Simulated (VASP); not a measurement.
# Ge4BC3 (Pmn2_1) in VASP: a series of runs

Runs on Ge4BC3. Level: PBE. Tasks: single point, relaxation of cell and atoms.

All numbers are computed with VASP 6.6.1; they aren't measurements. Logs are shortened: lines on timing, memory, paths and dates and some standing lists are left out, and cuts for length are marked.

### 1 The cell of the first run

The structure is orthorhombic, space group Pmn2_1 (No. 31). The conventional cell has a = 6.515 Å, b = 5.731 Å, c = 5.467 Å, α = 90.00°, β = 90.00°, γ = 90.00°. Ge (site symmetry 1) has 3 C at 2.00 to 2.01 Å and 1 B at 2.06 Å within 2.7 Å. Within 2.7 Å of Ge (site symmetry m) lie 3 C at 2.02 to 2.03 Å and 1 B at 2.06 Å. Ge (site symmetry m) has 3 C at 2.01 to 2.02 Å and 1 B at 2.05 Å within 2.7 Å. Within 2.7 Å of B (site symmetry m) lie 4 Ge at 2.05 to 2.06 Å. Within 2.7 Å of C (site symmetry m) lie 4 Ge at 2.01 to 2.03 Å. Within 2.7 Å of C (site symmetry 1) lie 4 Ge at 2.00 to 2.02 Å.

### 2 Single point, PBE

File INCAR:

```
SYSTEM = Ge4BC3
PREC = Accurate ; ENCUT = 520
EDIFF = 1E-6 ; ISMEAR = 0
SIGMA = 0.2 ; LREAL = Auto
LASPH = .TRUE. ; NELM = 80
ALGO = Normal ; ISIF = 2
LWAVE = .FALSE. ; LCHARG = .TRUE.
GGA = PE ; LELF = .TRUE.
LVHAR = .TRUE. ; NBANDS = 85
```

File KPOINTS:

```
Automatic mesh
0
G
  3 3 3
  0 0 0
```

File POSCAR:

```
Ge4BC3
1.0
    6.5151301513      0.0000000000      0.0000000000
    0.0000000000      5.7309231033      0.0000000000
    0.0000000000      0.0000000000      5.4670292761
Ge B C
8 2 6
Direct
    0.7526328141      0.3375010593      0.3697889222
    0.2473671859      0.3375010593      0.3697889222
    0.5000000000      0.1630794842      0.8791211152
    0.0000000000      0.1734109148      0.8724791907
    0.0000000000      0.8369205158      0.3791211152
    0.5000000000      0.8265890852      0.3724791907
    0.2526328141      0.6624989407      0.8697889222
    0.7473671859      0.6624989407      0.8697889222
    0.5000000000      0.1619847209      0.5031749260
    0.0000000000      0.8380152791      0.0031749260
    0.5000000000      0.8290278204      0.0027147776
    0.7495341912      0.3366836008      0.0014660730
    0.2504658088      0.3366836008      0.0014660730
    0.0000000000      0.1709721796      0.5027147776
    0.7504658088      0.6633163992      0.5014660730
    0.2495341912      0.6633163992      0.5014660730
```

Potentials or basis: VASP PAW PBE potentials, release 64 (Ge_d, B, C).

On the command line:

```
$ cat potpaw_PBE.64/Ge_d/POTCAR potpaw_PBE.64/B/POTCAR potpaw_PBE.64/C/POTCAR > POTCAR
$ mpirun -np 1 vasp_std > vasp.out
```

OUTCAR:

```text
SYSTEM = Ge4BC3
   PREC = Accurate
   ENCUT = 520
   EDIFF = 1E-6
   ISMEAR = 0
   LREAL = Auto
   LASPH = .TRUE.
   NELM = 80
   ISIF = 2
   GGA = PE

 ion  position               nearest neighbor table
   1  0.753  0.338  0.370-  15 2.00  14 2.01  12 2.01   9 2.06
   2  0.247  0.338  0.370-  16 2.00  14 2.01  13 2.01   9 2.06
   3  0.500  0.163  0.879-  12 2.02  13 2.02  11 2.03   9 2.06
   4  0.000  0.173  0.872-  12 2.01  13 2.01  14 2.02  10 2.05
   5  0.000  0.837  0.379-  15 2.02  16 2.02  14 2.03  10 2.06
   6  0.500  0.827  0.372-  15 2.01  16 2.01  11 2.02   9 2.05
[... 8 lines left out ...]
  15  0.750  0.663  0.501-   1 2.00   6 2.01   8 2.01   5 2.02
  16  0.250  0.663  0.501-   2 2.00   6 2.01   7 2.01   5 2.02

  LATTYP: Found a simple orthorhombic cell.
 ALAT       =     5.4670292761
 B/A-ratio  =     1.0482700593
 C/A-ratio  =     1.1917130533

  Lattice vectors:

 A1 = (   0.0000000000,   0.0000000000,  -5.4670292761)
 A2 = (   0.0000000000,   5.7309231033,   0.0000000000)
 A3 = (   6.5151301513,   0.0000000000,   0.0000000000)

Analysis of symmetry for initial positions (statically):
=====================================================================
 Subroutine PRICEL returns:
 Original cell was already a primitive cell.

 Routine SETGRP: Setting up the symmetry group for a
 simple orthorhombic supercell.

 Subroutine GETGRP returns: Found  4 space group operations
 (whereof  2 operations were pure point group operations)
 out of a pool of  8 trial point group operations.

The static configuration has the point symmetry C_1h.
 The point group associated with its full space group is C_2v.

Analysis of symmetry for dynamics (positions and initial velocities):
=====================================================================
 Subroutine PRICEL returns:
 Original cell was already a primitive cell.

 Routine SETGRP: Setting up the symmetry group for a
 simple orthorhombic supercell.

 Subroutine GETGRP returns: Found  4 space group operations
 (whereof  2 operations were pure point group operations)
 out of a pool of  8 trial point group operations.

The dynamic configuration has the point symmetry C_1h.
 The point group associated with its full space group is C_2v.

 Subroutine INISYM returns: Found  4 space group operations
 (whereof  2 operations are pure point group operations),
 and found     1 'primitive' translations
[... 108 lines left out ...]
   EDIFFG = 0.1E-04   stopping-criterion for IOM
   NSW    =      0    number of steps for IOM
   IBRION =     -1    ionic relax: 0-MD 1-quasi-New 2-CG
   NFREE  =      0    steps in history (QN), initial steepest desc. (CG)
   ISIF   =      2    stress and relaxation
   ISYM   =      2    0-nonsym 1-usesym 2-fastsym
   POTIM  = 0.5000    time-step for ionic-motion
   TEBEG  =    0.0;   TEEND  =   0.0 temperature during run
   PSTRESS=    0.0 pullay stress
   NELECT =     142.0000    total number of electrons
   NUPDOWN=      -1.0000    fix difference up-down
   EMIN   =  10.00;   EMAX   =-10.00  energy-range for DOS
   EFERMI =   0.00;   METHOD = LEGACY
   ISMEAR =     0;   SIGMA  =   0.20  broadening in eV -4-tet -1-fermi 0-gaus
   EFERMI_NEDOS =   21; number of points for ismear=-14 and -15
   IALGO  =     38    algorithm
   IMIX   =      4    mixing-type and parameters
     AMIX     =   0.40;   BMIX     =  1.00
     AMIX_MAG =   1.60;   BMIX_MAG =  1.00
  volume/ion in A,a.u.               =      12.76        86.09
  Fermi-wavevector in a.u.,A,eV,Ry     =   1.450567  2.741175 28.628642  2.104146
  Thomas-Fermi vector in A             =   2.568165
   LORBIT       =      0    0 simple, 1 ext, 2 COOP (PROOUT), +10 PAW based schemes
   GGA     = PE    functional components
   LHFCALC =     F    Hartree Fock is set to
   AEXX    =    0.0000 exact exchange contribution
   IVDW    =     0    specifies the selected vdW correction
   LEPSILON=     F    determine dielectric tensor
   LRPA    =     F    only Hartree local field effects (RPA)
 non-spin polarized calculation
 Gauss-broadening in eV      SIGMA  =   0.20
  energy-cutoff  :      520.00
  volume of cell :      204.13
 maximum number of plane-waves:      5505
   NGX = 25   NGY = 21   NGZ = 21

 number of electron     142.0000034 magnetization

 Free energy of the ion-electron system (eV)
  ---------------------------------------------------
  ext. energy  EPLUGINS =         0.00000000
  ---------------------------------------------------
  free energy    TOTEN  =       -96.80783194 eV

  energy without entropy =      -96.72784491  energy(sigma->0) =      -96.76783842

 E-fermi :   5.8884     XC(G=0): -11.3392

 val. band max:        5.8586526677   @ k =   0.3333   0.0000   0.3333
 cond. band min:       5.9183626515   @ k =   0.0000   0.0000   0.0000
 fundamental gap:      0.0597099837
 Fermi energy:         5.8884156583

 k-point     1 :       0.0000    0.0000    0.0000
  band No.  band energies     occupation
      1     -17.9270      2.00000
      2     -17.9132      2.00000
      3     -17.9020      2.00000
      4     -17.8967      2.00000
      5     -17.8885      2.00000
      6     -17.8845      2.00000
[... 677 lines left out ...]
     82      11.6573      0.00000
     83      11.9254      0.00000
 [bands above 83 left out]

------------------------ aborting loop because EDIFF is reached ----------------------------------------

  FORCE on cell =-STRESS in cart. coord.  units (eV):
  Direction    XX          YY          ZZ          XY          YZ          ZX
  --------------------------------------------------------------------------------------
  -------------------------------------------------------------------------------------
  Total       -0.2532615     -0.1061865     -0.4336268      0.0000000      0.0000000      0.0000000
  in kB       -1.9878364     -0.8334528     -3.4035148      0.0000000      0.0000000      0.0000000
  external PRESSURE =      -2.0749346 kB  Pullay stress =       0.0000000 kB

 VOLUME and BASIS-vectors are now :
 -----------------------------------------------------------------------------
  energy-cutoff  :      520.00
  volume of cell :      204.13
      direct lattice vectors                 reciprocal lattice vectors
     6.515130151  0.000000000  0.000000000     0.153488875  0.000000000  0.000000000
     0.000000000  5.730923103  0.000000000     0.000000000  0.174491959  0.000000000
     0.000000000  0.000000000  5.467029276     0.000000000  0.000000000  0.182914696

 POSITION                                       TOTAL-FORCE (eV/Angst)
 -----------------------------------------------------------------------------------
      4.90350      1.93419      2.02165        -0.022361      0.015823     -0.000704
      1.61163      1.93419      2.02165         0.022361      0.015823     -0.000704
      3.25757      0.93460      4.80618         0.000000     -0.013427      0.011455
      0.00000      0.99380      4.76987         0.000000      0.008468      0.004476
      0.00000      4.79633      2.07267         0.000000      0.013427      0.011455
      3.25757      4.73712      2.03635         0.000000     -0.008468      0.004476
[... 8 lines left out ...]
      4.88938      3.80142      2.74153        -0.020017     -0.019492     -0.020313
      1.62575      3.80142      2.74153         0.020017     -0.019492     -0.020313
 -----------------------------------------------------------------------------------
    total drift:                                0.000000      0.000000      0.021602

  FREE ENERGIE OF THE ION-ELECTRON SYSTEM (eV)
  ---------------------------------------------------
  free  energy   TOTEN  =       -96.8078319382 eV

  energy  without entropy=      -96.7278449066  energy(sigma->0) =      -96.76783842
```

OSZICAR:

```text
N       E                     dE             d eps       ncg     rms          rms(c)
DAV:   1     0.215439671405E+04    0.21544E+04   -0.56696E+04  1731   0.447E+03
DAV:   2     0.389841823427E+03   -0.17646E+04   -0.16917E+04  1360   0.123E+03
DAV:   3    -0.445440606877E+02   -0.43439E+03   -0.41242E+03  1381   0.299E+02
DAV:   4    -0.103299775281E+03   -0.58756E+02   -0.56824E+02  1612   0.110E+02
DAV:   5    -0.106159789864E+03   -0.28600E+01   -0.28349E+01  1632   0.256E+01    0.166E+01
DAV:   6    -0.970041689749E+02    0.91556E+01   -0.25707E+01  1840   0.223E+01    0.680E+00
DAV:   7    -0.968302960144E+02    0.17387E+00   -0.41390E+00  1920   0.837E+00    0.357E+00
DAV:   8    -0.968023909579E+02    0.27905E-01   -0.35357E-01  1811   0.660E+00    0.130E+00
DAV:   9    -0.968060351256E+02   -0.36442E-02   -0.82809E-02  1776   0.316E+00    0.302E-01
DAV:  10    -0.968070124774E+02   -0.97735E-03   -0.13148E-02  1811   0.266E+00    0.172E-01
DAV:  11    -0.968076364552E+02   -0.62398E-03   -0.59254E-03  1840   0.696E-01    0.871E-02
DAV:  12    -0.968078039892E+02   -0.16753E-03   -0.91172E-04  1576   0.595E-01    0.297E-02
DAV:  13    -0.968078254517E+02   -0.21462E-04   -0.19726E-04  1944   0.233E-01    0.818E-03
DAV:  14    -0.968078317511E+02   -0.62994E-05   -0.55806E-05  1816   0.941E-02    0.506E-03
DAV:  15    -0.968078323190E+02   -0.56786E-06   -0.14914E-05  1496   0.606E-02    0.335E-03
DAV:  16    -0.968078319382E+02    0.38075E-06   -0.23223E-06  1088   0.393E-02
   1 F= -.96807832E+02 E0= -.96767838E+02  d E =-.799870E-01
```

It took 2.7 min on 1 thread of AMD EPYC 9R45 (Zen 5), shared host; peak memory 0.31 GiB.

Results:

- Free energy: -96.8078 eV
- Pressure: -0.2 GPa
- Largest force: 0.042 eV/Å
- Band gap on the k mesh: zero (bands 71 and 72 overlap by 1.33 eV)

Forces on the atoms (eV/Å):
```
Ge  -0.022  0.016 -0.001
Ge   0.022  0.016 -0.001
Ge   0.000 -0.013  0.011
Ge   0.000  0.008  0.004
Ge   0.000  0.013  0.011
Ge   0.000 -0.008  0.004
Ge  -0.022 -0.016 -0.001
Ge   0.022 -0.016 -0.001
B    0.000 -0.003  0.011
B    0.000  0.003  0.011
C    0.000  0.039  0.015
C    0.020  0.019 -0.020
C   -0.020  0.019 -0.020
C    0.000 -0.039  0.015
C   -0.020 -0.019 -0.020
C    0.020 -0.019 -0.020
```

Stress tensor (GPa, compression positive):
```
-0.20  0.00  0.00
 0.00 -0.08  0.00
 0.00  0.00 -0.34
```

Levels at points of the mesh, in eV from the Fermi level:
```tsv
k point	band 68	band 69	band 70	band 71	band 72	band 73
(0.00, 0.00, 0.00)	-0.60	0.03	0.54	0.83	1.08	3.01
```

Caveat: the k points lie up to 0.38 Å⁻¹ apart, too coarse for converged energies and pressures of a metal.

### 3 Relaxation of cell and atoms, PBE

This run uses another cell than the first one, of 14.64 Å³/atom.

File INCAR:

```
SYSTEM = Ge4BC3
PREC = Accurate
ENCUT = 600
EDIFF = 1E-6
ISMEAR = 0
SIGMA = 0.2
LREAL = Auto
LASPH = .True.
NELM = 80
ALGO = Normal
ISIF = 3
LWAVE = .False.
LCHARG = .False.
GGA = PE
IBRION = 2
NSW = 36
EDIFFG = -0.08
```

File KPOINTS:

```
Automatic mesh
0
Gamma
  3 3 3
  0 0 0
```

File POSCAR:

```
Ge4BC3
1.0
    6.8700000000      0.0000000000      0.0000000000
    0.0000000000      5.9700000000      0.0000000000
    0.0000000000      0.0000000000      5.7100000000
Ge B C
8 2 6
Direct
    0.7500000000      0.3300000000      0.3750000000
    0.2500000000      0.3300000000      0.3750000000
    0.5000000000      0.1700000000      0.8750000000
    0.0000000000      0.1700000000      0.8750000000
    0.0000000000      0.8300000000      0.3750000000
    0.5000000000      0.8300000000      0.3750000000
    0.2500000000      0.6700000000      0.8750000000
    0.7500000000      0.6700000000      0.8750000000
    0.5000000000      0.1700000000      0.5000000000
    0.0000000000      0.8300000000      0.0000000000
    0.5000000000      0.8500000000      0.0000000000
    0.7500000000      0.3300000000      0.0000000000
    0.2500000000      0.3300000000      0.0000000000
    0.0000000000      0.1500000000      0.5000000000
    0.7500000000      0.6700000000      0.5000000000
    0.2500000000      0.6700000000      0.5000000000
```

Potentials or basis: VASP PAW PBE potentials, release 64 (Ge_d, B, C).

On the command line:

```
$ cat potpaw_PBE.64/Ge_d/POTCAR potpaw_PBE.64/B/POTCAR potpaw_PBE.64/C/POTCAR > POTCAR
$ mpirun -np 1 vasp_std > vasp.out
```

Run time: 17 min. Hardware: 1 thread of AMD EPYC 9R45 (Zen 5), shared host; peak memory 0.41 GiB.

The run converged. Its results:

- Free energy: -96.8359 eV
- Relaxed volume: 12.73 Å³/atom
- Relaxed cell: a = 6.515 Å, b = 5.724 Å, c = 5.460 Å, α = 90.00°, β = 90.00°, γ = 90.00°
- Space group after relaxing (to 0.1 Å): Pmn2_1 (No. 31)
- Energy gained by relaxing: 122.4 meV/atom
- Ionic steps: 8
- Pressure after relaxing: -0.1 GPa
- Largest force after relaxing: 0.077 eV/Å
- Band gap on the k mesh: zero (bands 71 and 72 overlap by 1.35 eV)

Forces in eV/Å, atoms in the order of the input:
```
Ge   0.004  0.018  0.034
Ge  -0.004  0.018  0.034
Ge   0.000 -0.041 -0.031
Ge   0.000 -0.026  0.011
Ge   0.000  0.041 -0.031
Ge   0.000  0.026  0.011
Ge   0.004 -0.018  0.034
Ge  -0.004 -0.018  0.034
B    0.000 -0.074  0.021
B    0.000  0.074  0.021
C    0.000 -0.034  0.011
C   -0.053 -0.021 -0.040
C    0.053 -0.021 -0.040
C    0.000  0.034  0.011
C    0.053  0.021 -0.040
C   -0.053  0.021 -0.040
```

Stress tensor (GPa, compression positive):
```
-0.28  0.00  0.00
 0.00  0.05  0.00
 0.00  0.00  0.08
```

The path:
```
step  energy change (eV)  largest force (eV/Å)  pressure (GPa)  volume (Å³)
   1              0.0000                1.2737          -15.16       234.19
   2             -1.3942                0.6671           12.03       190.31
   3             -1.8091                0.9623            0.86       202.84
   4             -1.9220                0.2930            0.42       203.24
   5             -1.9266                0.3279            0.31       203.34
   6             -1.9489                0.1699           -0.38       204.13
   7             -1.9500                0.2044           -0.38       204.32
   8             -1.9583                0.0769           -0.05       203.62
```

Final structure:
```
Ge B C
1.0
     6.51517    0.00000    0.00000
     0.00000    5.72441    0.00000
     0.00000    0.00000    5.45974
Ge B C
8 2 6
Direct
  0.75266 0.33650 0.36947
  0.24734 0.33650 0.36947
  0.50000 0.16499 0.87963
  0.00000 0.17373 0.87241
  0.00000 0.83501 0.37964
  0.50000 0.82627 0.37241
  0.25266 0.66350 0.86947
  0.74734 0.66350 0.86947
  0.50000 0.16247 0.50327
  0.00000 0.83753 0.00327
  0.50000 0.83085 0.00254
  0.75040 0.33784 0.00160
  0.24960 0.33784 0.00160
  0.00000 0.16915 0.50254
  0.74960 0.66216 0.50160
  0.25040 0.66216 0.50160
```

Levels at points of the mesh, in eV from the Fermi level:
```
           k point  band 68  band 69  band 70  band 71  band 72  band 73
(0.00, 0.00, 0.00)    -0.59     0.02     0.54     0.85     1.07     3.00
```

Caveat: the k points lie up to 0.38 Å⁻¹ apart in the final cell, too coarse for converged energies and pressures of a metal; the relaxation stopped at a loose force limit of 0.08 eV/Å, so its end isn't a converged minimum.

The gap in the log of VASP goes by the Fermi energy; the results here count the filled bands.